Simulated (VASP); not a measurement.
A run of VASP 6.6.1 is set up as follows.

Contents of INCAR:

```
SYSTEM = Ta4O
PREC = Accurate
ENCUT = 520
EDIFF = 1E-7
ISMEAR = 0
SIGMA = 0.1
LREAL = .FALSE.
LASPH = .TRUE.
NELM = 150
ALGO = Normal
ISIF = 2
LWAVE = .FALSE.
LCHARG = .TRUE.
ISPIN = 2
MAGMOM = 1 1 1 1 0
LORBIT = 11
LMAXMIX = 4
GGA = PE
LELF = .TRUE.
LVHAR = .TRUE.
NBANDS = 37
```

File KPOINTS:

```
Automatic mesh
0
G
  4 4 4
  0 0 0
```

POSCAR

```
Ta4O
1.0
    4.3959182816      0.0000000000      0.0000000000
    0.0000000000      4.3959182816      0.0000000000
    0.0000000000      0.0000000000      4.3959182816
Ta O
4 1
Direct
    0.2637668389      0.7362331611      0.7362331611
    0.7362331611      0.2637668389      0.7362331611
    0.7362331611      0.7362331611      0.2637668389
    0.2637668389      0.2637668389      0.2637668389
    0.0000000000      0.0000000000      0.0000000000
```

Potentials or basis: VASP PAW PBE potentials, release 64 (Ta_pv, O).

Launch:

```sh
$ cat potpaw_PBE.64/Ta_pv/POTCAR potpaw_PBE.64/O/POTCAR > POTCAR
$ mpirun -np 1 vasp_std > vasp.out
```

**Question.** Estimate the pressure.

**Answer.** 0.1 GPa.

**Question.** Predict the largest force.

**Answer.** 0.058 eV/Å.

**Question.** Predict the net moment.

**Answer.** 0.00 μB per cell.

**Question.** Predict the band gap on the k mesh.

**Answer.** Zero (filled and empty bands overlap).

Forces on the atoms (eV/Å):
```
Ta   0.034 -0.034 -0.034
Ta  -0.034  0.034 -0.034
Ta  -0.034 -0.034  0.034
Ta   0.034  0.034  0.034
O    0.000  0.000  0.000
```

Caveat: spin-orbit coupling is left out, which moves the levels of the heavy elements.
